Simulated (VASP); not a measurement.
A run of VASP 6.6.1:

File INCAR:

```
PREC = Accurate
ENCUT = 520
EDIFF = 1E-7
ISMEAR = 0
SIGMA = 0.1
LREAL = False
LASPH = True
NELM = 100
ALGO = Fast
ISIF = 2
LWAVE = False
LCHARG = True
GGA = PS
LELF = True
LVHAR = True
NBANDS = 72
```

File KPOINTS:

```
regular mesh
0
Gamma
  12 12 4
```

File POSCAR:

```
Ta3Ru2
1.0
    3.1889496297      0.0000000000      0.0000000000
    0.0000000000      3.1889496297      0.0000000000
    0.0000000000      0.0000000000     15.6359031774
Ta Ru
6 4
Direct
    0.0000000000      0.0000000000      0.8952061967
    0.0000000000      0.0000000000      0.1047938033
    0.0000000000      0.0000000000      0.3047524231
    0.0000000000      0.0000000000      0.5000000000
    0.0000000000      0.0000000000      0.6952475769
    0.5000000000      0.5000000000      0.0000000000
    0.5000000000      0.5000000000      0.2087687785
    0.5000000000      0.5000000000      0.4025919502
    0.5000000000      0.5000000000      0.5974080498
    0.5000000000      0.5000000000      0.7912312215
```

Potentials or basis: VASP PAW PBE potentials, release 64 (Ta_pv, Ru_pv).

Command:

```sh
$ cat potpaw_PBE.64/Ta_pv/POTCAR potpaw_PBE.64/Ru_pv/POTCAR > POTCAR
$ mpirun -np 1 vasp_std > vasp.out
```

Hardware: 1 thread of Oxide Virtual Turin-like Processor, with other jobs on the host.

**Question.** How long does it take, and how much memory?

**Answer.** Wall time 51 min on 1 thread of Oxide Virtual Turin-like Processor, on a shared host, peak memory 0.7 GiB. Counts: scf iterations 31, k points 84.
